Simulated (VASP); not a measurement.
# Ag (Fm-3m) in VASP: single point with PBEsol

Aim: the single point of Ag with PBEsol.

All numbers are computed with VASP 6.6.1; they aren't measurements. Logs are shortened: lines on timing, memory, paths and dates and some standing lists are left out, and cuts for length are marked.

## Step 1: The cell of the first run

The structure is cubic, space group Fm-3m (No. 225). Conventional cell: a = 4.055 Å, b = 4.055 Å, c = 4.055 Å, α = 90.00°, β = 90.00°, γ = 90.00°. Ag (site symmetry m-3m) has 12 Ag at 2.87 Å within 3.8 Å.

## Step 2: Single point, PBEsol

File INCAR:

```
PREC = Accurate ; ENCUT = 500
EDIFF = 1E-6 ; ISMEAR = 0
SIGMA = 0.1 ; LREAL = F
LASPH = T ; NELM = 120
ALGO = Normal ; ISIF = 2
LWAVE = F ; LCHARG = F
GGA = PS ; NBANDS = 12
GGA_COMPAT = F
```

File KPOINTS:

```
Automatic mesh
0
Gamma
  18 18 18
```

File POSCAR:

```
Ag
1.0
    0.0000000000      2.0274378958      2.0274378958
    2.0274378958      0.0000000000      2.0274378958
    2.0274378958      2.0274378958      0.0000000000
Ag
1
Direct
    0.0000000000      0.0000000000      0.0000000000
```

Potentials or basis: VASP PAW PBE potentials, release 64 (Ag).

Launch:

```sh
$ cat potpaw_PBE.64/Ag/POTCAR > POTCAR
$ mpirun -np 1 vasp_std > vasp.out
```

OUTCAR:

```text
PREC = Accurate
   ENCUT = 500
   EDIFF = 1E-6
   ISMEAR = 0
   LREAL = F
   LASPH = T
   NELM = 120
   ISIF = 2
   GGA = PS

 ion  position               nearest neighbor table
   1  0.000  0.000  0.000-

  LATTYP: Found a face centered cubic cell.
 ALAT       =     4.0548757916

  Lattice vectors:

 A1 = (   0.0000000000,   2.0274378958,   2.0274378958)
 A2 = (   2.0274378958,   0.0000000000,   2.0274378958)
 A3 = (   2.0274378958,   2.0274378958,   0.0000000000)

Analysis of symmetry for initial positions (statically):
=====================================================================
 Subroutine PRICEL returns:
 Original cell was already a primitive cell.

 Routine SETGRP: Setting up the symmetry group for a
 face centered cubic supercell.

 Subroutine GETGRP returns: Found 48 space group operations
 (whereof 48 operations were pure point group operations)
 out of a pool of 48 trial point group operations.

The static configuration has the point symmetry O_h .

Analysis of symmetry for dynamics (positions and initial velocities):
=====================================================================
 Subroutine PRICEL returns:
 Original cell was already a primitive cell.

 Routine SETGRP: Setting up the symmetry group for a
 face centered cubic supercell.

 Subroutine GETGRP returns: Found 48 space group operations
 (whereof 48 operations were pure point group operations)
 out of a pool of 48 trial point group operations.

The dynamic configuration has the point symmetry O_h .

 Subroutine INISYM returns: Found 48 space group operations
 (whereof 48 operations are pure point group operations),
 and found     1 'primitive' translations

----------------------------------------------------------------------------------------

                                     Primitive cell

  volume of cell :      16.6676

  direct lattice vectors                    reciprocal lattice vectors
     0.000000000  2.027437896  2.027437896    -0.246616679  0.246616679  0.246616679
     2.027437896  0.000000000  2.027437896     0.246616679 -0.246616679  0.246616679
     2.027437896  2.027437896  0.000000000     0.246616679  0.246616679 -0.246616679

  length of vectors
     2.867230169  2.867230169  2.867230169     0.427152617  0.427152617  0.427152617

  position of ions in fractional coordinates (direct lattice)
     0.000000000  0.000000000  0.000000000

  ion indices of the primitive-cell ions
   primitive index   ion index
                 1           1

----------------------------------------------------------------------------------------

 KPOINTS: Automatic mesh

Automatic generation of k-mesh.
 Grid dimensions read from file:
 generate k-points for:   18   18   18

 Generating k-lattice:

  Cartesian coordinates                     Fractional coordinates (reciprocal lattice)
    -0.013700927  0.013700927  0.013700927     0.055555556  0.000000000  0.000000000
     0.013700927 -0.013700927  0.013700927     0.000000000  0.055555556  0.000000000
     0.013700927  0.013700927 -0.013700927     0.000000000  0.000000000  0.055555556

  Length of vectors
     0.023730701  0.023730701  0.023730701

  Shift w.r.t. Gamma in fractional coordinates (k-lattice)
     0.000000000  0.000000000  0.000000000

 Subroutine IBZKPT returns following result:
 ===========================================

 Found    195 irreducible k-points:

 Following reciprocal coordinates:
            Coordinates               Weight
  0.000000  0.000000  0.000000      1.000000
  0.055556  0.000000  0.000000      8.000000
  0.111111  0.000000  0.000000      8.000000
  0.166667  0.000000  0.000000      8.000000
  0.222222  0.000000  0.000000      8.000000
  0.277778  0.000000  0.000000      8.000000
[... 16 lines left out ...]
 -0.277778  0.055556  0.000000     24.000000
 -0.222222  0.055556  0.000000     24.000000
 [... further k-points ...]
   k-points           NKPTS =    195   k-points in BZ     NKDIM =    195   number of bands    NBANDS=     12
   number of dos      NEDOS =    301   number of ions     NIONS =      1
   total plane-waves  NPLWV =  13824
   dimension x,y,z NGX =    24 NGY =   24 NGZ =   24
   dimension x,y,z NGXF=    48 NGYF=   48 NGZF=   48
   ions per type =               1
   NGX,Y,Z   is equivalent  to a cutoff of  13.92, 13.92, 13.92 a.u.
   NGXF,Y,Z  is equivalent  to a cutoff of  27.83, 27.83, 27.83 a.u.
 SYSTEM =  unknown system
   PREC   = accura    normal or accurate (medium, high low for compatibility)
   ISTART =      0    job   : 0-new  1-cont  2-samecut
   ICHARG =      2    charge: 1-file 2-atom 10-const
   ISPIN  =      1    spin polarized calculation?
   LNONCOLLINEAR =      F non collinear calculations
   LSORBIT =      F    spin-orbit coupling
   LASPH  =      T    aspherical Exc in radial PAW
   ENCUT  =  500.0 eV  36.75 Ry    6.06 a.u.   5.23  5.23  5.23*2*pi/ulx,y,z
   NELM   =    120;   NELMIN=  2; NELMDL= -5     # of ELM steps
   EDIFF  = 0.1E-05   stopping-criterion for ELM
   LREAL  =      F    real-space projection
   EDIFFG = 0.1E-04   stopping-criterion for IOM
   NSW    =      0    number of steps for IOM
   IBRION =     -1    ionic relax: 0-MD 1-quasi-New 2-CG
   NFREE  =      0    steps in history (QN), initial steepest desc. (CG)
   ISIF   =      2    stress and relaxation
   ISYM   =      2    0-nonsym 1-usesym 2-fastsym
   POTIM  = 0.5000    time-step for ionic-motion
   TEBEG  =    0.0;   TEEND  =   0.0 temperature during run
   PSTRESS=    0.0 pullay stress
   NELECT =      11.0000    total number of electrons
   NUPDOWN=      -1.0000    fix difference up-down
   EMIN   =  10.00;   EMAX   =-10.00  energy-range for DOS
   EFERMI =   0.00;   METHOD = LEGACY
   ISMEAR =     0;   SIGMA  =   0.10  broadening in eV -4-tet -1-fermi 0-gaus
   EFERMI_NEDOS =   21; number of points for ismear=-14 and -15
   IALGO  =     38    algorithm
   IMIX   =      4    mixing-type and parameters
     AMIX     =   0.40;   BMIX     =  1.00
     AMIX_MAG =   1.60;   BMIX_MAG =  1.00
  volume/ion in A,a.u.               =      16.67       112.48
  Fermi-wavevector in a.u.,A,eV,Ry     =   1.425328  2.693479 27.641053  2.031560
  Thomas-Fermi vector in A             =   2.545724
   LORBIT       =      0    0 simple, 1 ext, 2 COOP (PROOUT), +10 PAW based schemes
   GGA     = PS    functional components
   LHFCALC =     F    Hartree Fock is set to
   AEXX    =    0.0000 exact exchange contribution
   IVDW    =     0    specifies the selected vdW correction
   LEPSILON=     F    determine dielectric tensor
   LRPA    =     F    only Hartree local field effects (RPA)
 non-spin polarized calculation
 Gauss-broadening in eV      SIGMA  =   0.10
  energy-cutoff  :      500.00
  volume of cell :       16.67
 maximum number of plane-waves:       444
 NGX is ok and might be reduce to    24
   NGX = 11   NGY = 11   NGZ = 11

 number of electron      11.0000001 magnetization

 Free energy of the ion-electron system (eV)
  ---------------------------------------------------
  ext. energy  EPLUGINS =         0.00000000
  ---------------------------------------------------
  free energy    TOTEN  =        -3.31207991 eV

  energy without entropy =       -3.31111010  energy(sigma->0) =       -3.31159500

 E-fermi :   8.5020     XC(G=0): -12.5480

 val. band max:        8.4584274459   @ k =   0.5000   0.1667   0.0556
 cond. band min:       8.6487543413   @ k =   0.5000   0.3333   0.1111
 fundamental gap:      0.1903268954
 Fermi energy:         8.5019587213

 k-point     1 :       0.0000    0.0000    0.0000
  band No.  band energies     occupation
      1       0.5509      2.00000
      2       3.6981      2.00000
      3       3.6981      2.00000
      4       3.6981      2.00000
      5       4.7879      2.00000
      6       4.7879      2.00000
      7      24.5837      0.00000
      8      28.2910      0.00000
      9      28.2910      0.00000
     10      28.2910      0.00000
     11      33.1681      0.00000
     12      34.4461      0.00000

 k-point     2 :       0.0556    0.0000    0.0000
  band No.  band energies     occupation
      1       0.6495      2.00000
      2       3.6739      2.00000
      3       3.7263      2.00000
      4       3.7263      2.00000
      5       4.7766      2.00000
      6       4.7766      2.00000
      7      24.6147      0.00000
      8      27.4508      0.00000
      9      28.3395      0.00000
     10      28.3395      0.00000
     11      33.3330      0.00000
     12      34.3149      0.00000

 k-point     3 :       0.1111    0.0000    0.0000
  band No.  band energies     occupation
      1       0.9348      2.00000
      2       3.6167      2.00000
      3       3.7997      2.00000
      4       3.7997      2.00000
      5       4.7545      2.00000
      6       4.7545      2.00000
      7      24.4257      0.00000
      8      26.0075      0.00000
      9      28.4613      0.00000
     10      28.4613      0.00000
     11      32.4830      0.00000
     12      33.8729      0.00000

 k-point     4 :       0.1667    0.0000    0.0000
  band No.  band energies     occupation
      1       1.3636      2.00000
      2       3.5825      2.00000
      3       3.8815      2.00000
      4       3.8815      2.00000
      5       4.7579      2.00000
      6       4.7579      2.00000
      7      22.9845      0.00000
      8      25.5199      0.00000
      9      28.5798      0.00000
     10      28.5798      0.00000
     11      31.6981      0.00000
     12      33.1373      0.00000

 k-point     5 :       0.2222    0.0000    0.0000
  band No.  band energies     occupation
      1       1.8150      2.00000
      2       3.7069      2.00000
      3       3.9169      2.00000
      4       3.9169      2.00000
      5       4.8387      2.00000
      6       4.8387      2.00000
      7      20.9089      0.00000
      8      25.3611      0.00000
      9      28.5584      0.00000
     10      28.5584      0.00000
     11      31.4958      0.00000
     12      32.3634      0.00000
[... 228 lines left out ...]
      1       2.1248      2.00000
      2       3.6990      2.00000
      3       3.7602      2.00000
      4       5.2704      2.00000
      5       5.3967      2.00000
      6       7.0114      2.00000
      7      14.1142      0.00000
      8      23.9352      0.00000
      9      25.9622      0.00000
     10      27.2802      0.00000
     11      31.7174      0.00000
     12      31.9874      0.00000

 k-point    22 :      -0.3333    0.0556    0.0000
  band No.  band energies     occupation
      1       2.1809      2.00000
      2       3.7698      2.00000
      3       3.8246      2.00000
      4       4.9069      2.00000
      5       5.1748      2.00000
      6       6.0231      2.00000
      7      16.0144      0.00000
      8      24.2135      0.00000
      9      26.3047      0.00000
     10      28.2295      0.00000
     11      31.4902      0.00000
     12      31.6302      0.00000

 k-point    23 :      -0.2778    0.0556    0.0000
  band No.  band energies     occupation
      1       2.1875      2.00000
      2       3.8340      2.00000
      3       3.9011      2.00000
      4       4.2869      2.00000
      5       4.9341      2.00000
      6       5.4348      2.00000
      7      18.0968      0.00000
      8      24.5564      0.00000
      9      26.8309      0.00000
     10      29.3303      0.00000
     11      31.0155      0.00000
     12      31.2654      0.00000

 k-point    24 :      -0.2222    0.0556    0.0000
  band No.  band energies     occupation
      1       2.0123      2.00000
      2       3.6815      2.00000
      3       3.9545      2.00000
      4       3.9639      2.00000
      5       4.7343      2.00000
      6       5.1129      2.00000
      7      20.2547      0.00000
      8      24.8780      0.00000
      9      27.3761      0.00000
     10      30.0206      0.00000
     11      30.4920      0.00000
     12      31.5388      0.00000

 [... further k-points ...]

------------------------ aborting loop because EDIFF is reached ----------------------------------------

  FORCE on cell =-STRESS in cart. coord.  units (eV):
  Direction    XX          YY          ZZ          XY          YZ          ZX
  --------------------------------------------------------------------------------------
  -------------------------------------------------------------------------------------
  Total       -0.0230118     -0.0230118     -0.0230118     -0.0000000     -0.0000000      0.0000000
  in kB       -2.2120186     -2.2120186     -2.2120186     -0.0000000     -0.0000000      0.0000000
  external PRESSURE =      -2.2120186 kB  Pullay stress =       0.0000000 kB

 VOLUME and BASIS-vectors are now :
 -----------------------------------------------------------------------------
  energy-cutoff  :      500.00
  volume of cell :       16.67
      direct lattice vectors                 reciprocal lattice vectors
     0.000000000  2.027437896  2.027437896    -0.246616679  0.246616679  0.246616679
     2.027437896  0.000000000  2.027437896     0.246616679 -0.246616679  0.246616679
     2.027437896  2.027437896  0.000000000     0.246616679  0.246616679 -0.246616679

 POSITION                                       TOTAL-FORCE (eV/Angst)
 -----------------------------------------------------------------------------------
      0.00000      0.00000      0.00000         0.000000      0.000000      0.000000
 -----------------------------------------------------------------------------------
    total drift:                               -0.000000      0.000000     -0.000000

  FREE ENERGIE OF THE ION-ELECTRON SYSTEM (eV)
  ---------------------------------------------------
  free  energy   TOTEN  =        -3.3120799134 eV

  energy  without entropy=       -3.3111100965  energy(sigma->0) =       -3.31159500
```

It took 17 s on 1 thread of Intel Xeon Platinum 8375C at 2.90GHz (Ice Lake), shared host; peak memory 0.16 GiB.

Results:

* Free energy: -3.3121 eV
* Pressure: -0.2 GPa
* Band gap on the k mesh: zero (an odd number of electrons rules out a gap without spin polarisation)

Levels at points of the mesh, in eV from the Fermi level:
```tsv
k point	band 2	band 3	band 4	band 5	band 6	band 7	band 8	band 9	band 10	band 11
(0.00, 0.00, 0.00)	-4.80	-4.80	-4.80	-3.71	-3.71	16.08	19.79	19.79	19.79	24.67
(0.50, 0.00, 0.00)	-4.83	-4.83	-2.88	-2.88	-0.47	3.76	15.32	18.09	18.09	23.20
(0.50, 0.50, 0.00)	-6.37	-2.91	-2.67	-2.67	1.57	6.95	10.77	10.77	17.48	17.57
```

Caveat: the PAW data sets were made with another functional, which shifts forces and pressure a little.
